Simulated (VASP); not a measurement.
A run of VASP 6.6.1:

The input INCAR:

```
ALGO = Normal
EDIFF = 1E-6
ENCUT = 500
GGA = PS
GGA_COMPAT = F
ISIF = 2
ISMEAR = 0
LASPH = T
LCHARG = F
LREAL = F
LWAVE = F
NBANDS = 16
NELM = 120
PREC = Accurate
SIGMA = 0.01
```

File KPOINTS:

```
k-points
0
Gamma
  6 6 6
```

The input POSCAR:

```
CdS
1.0
    0.0000000000      2.7301064019      2.7301064019
    2.7301064019      0.0000000000      2.7301064019
    2.7301064019      2.7301064019      0.0000000000
Cd S
1 1
Direct
    0.0000000000      0.0000000000      0.0000000000
    0.5000000000      0.5000000000      0.5000000000
```

Potentials or basis: VASP PAW PBE potentials, release 64 (Cd, S).

Command:

```bash
$ cat potpaw_PBE.64/Cd/POTCAR potpaw_PBE.64/S/POTCAR > POTCAR
$ mpirun -np 1 vasp_std > vasp.out
```

Hardware: 1 thread of Intel Xeon 8259CL (shared host).

Task: How long does it take, and how much memory?

Result: Wall time 17 s on 1 thread of Intel Xeon 8259CL (shared host), peak memory 0.15 GiB. Counts: scf iterations 12, k points 16.
